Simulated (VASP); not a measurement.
Write the native input for VASP 6.6.1 that does the following.

- Task: single point
- Functional: r2SCAN
- Potentials or basis: VASP PAW PBE potentials, release 64 (Yb)
- Cutoff: 520 eV
- k mesh: 5 × 5 × 3
- Occupations: fermi-dirac, width 0.1 eV
- Spin: no spin polarisation
- Dipole correction: no
- Further INCAR settings: ALGO = Normal; EDIFF = 1e-06; NBANDS = 31

Yb:

```
Yb
1.0
     3.87990    0.00000    0.00000
    -1.93995    3.36009    0.00000
     0.00000    0.00000    6.38590
Yb
2
Direct
  0.33333 0.66667 0.25000
  0.66667 0.33333 0.75000
```

This isn't the form of Yb at room conditions, which is fcc.

These files were run (other wordings do the same):

POSCAR

```
Yb
1.0
    3.8799000000      0.0000000000      0.0000000000
   -1.9399500000      3.3600920000      0.0000000000
    0.0000000000      0.0000000000      6.3859000000
Yb
2
Direct
    0.3333333333      0.6666666667      0.2500000000
    0.6666666667      0.3333333333      0.7500000000
```

INCAR.step1

```
SYSTEM = Yb
PREC = Accurate
ENCUT = 520
ISMEAR = -1
SIGMA = 0.1
LREAL = .FALSE.
LASPH = .TRUE.
NELM = 100
NBANDS = 31
GGA = PE
ALGO = Normal
EDIFF = 1E-4
LWAVE = .TRUE.
LCHARG = .FALSE.
```

INCAR.step2

```
SYSTEM = Yb
PREC = Accurate
ENCUT = 520
EDIFF = 1E-6
ISMEAR = -1
SIGMA = 0.1
LREAL = .FALSE.
LASPH = .TRUE.
NELM = 100
ALGO = Normal
ISIF = 2
LWAVE = .FALSE.
LCHARG = .TRUE.
METAGGA = R2SCAN
LMIXTAU = .TRUE.
LELF = .TRUE.
LVHAR = .TRUE.
NBANDS = 31
ISTART = 1
```

KPOINTS

```
regular mesh
0
G
  5 5 3
  0 0 0
```

Potentials or basis: VASP PAW PBE potentials, release 64 (Yb).

Run with:

```bash
$ cat potpaw_PBE.64/Yb/POTCAR > POTCAR
$ cp INCAR.step1 INCAR
$ mpirun -np 1 vasp_std > vasp.out
$ cp INCAR.step2 INCAR
$ mpirun -np 1 vasp_std > vasp.out
```

Results of the run:

```yaml
Pressure: -4.3 GPa
Band_gap_on_the_k_mesh: zero (bands 24 and 25 overlap by 0.09 eV)
```

Caveat: the k points lie up to 0.37 Å⁻¹ apart; the PAW data sets were made with another functional, which shifts forces and pressure a little; spin-orbit coupling is left out, which moves the levels of the heavy elements.

Run time: 13 min on 1 thread of Intel Xeon 8259CL, on a shared host, peak memory 0.22 GiB.
